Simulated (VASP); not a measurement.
The system is HPbNO4.

```
CELL_PARAMETERS angstrom
4.27531 -0.00040 0.00636
-2.08399 5.20775 -0.04907
-2.12377 -1.86574 4.91491
ATOMIC_POSITIONS crystal
H 0.99073 0.03330 0.90994
Pb 0.50274 0.81989 0.14287
N 0.00838 0.47408 0.50265
O 0.99816 0.92741 0.02877
O 0.19467 0.73435 0.60852
O 0.81673 0.35882 0.24556
O 0.01381 0.33121 0.65217
```

Base run:

```yaml
Program: VASP 6.6.1
Functional: RPBE
Potentials_or_basis: VASP PAW PBE potentials, release 64 (H, Pb_d, N, O)
Cutoff: 520 eV
k_mesh: 6 × 4 × 4
Occupations: fermi-dirac, width 0.05 eV
Spin: no spin polarisation
```

Its results: band gap on the k mesh 2.88 eV (least direct gap 3.17 eV); pressure 3.0 GPa; largest force 0.700 eV/Å.

Task: The run is repeated on the same cell with these changes: functional from RPBE to BLYP. What comes out?

Result: Band gap on the k mesh 2.80 eV (least direct gap 3.09 eV); pressure 2.9 GPa; largest force 0.897 eV/Å.

Caveats: the PAW data sets were made with another functional, which shifts forces and pressure a little; spin-orbit coupling is left out, which moves the levels of the heavy elements.

A k mesh can miss the band edges.
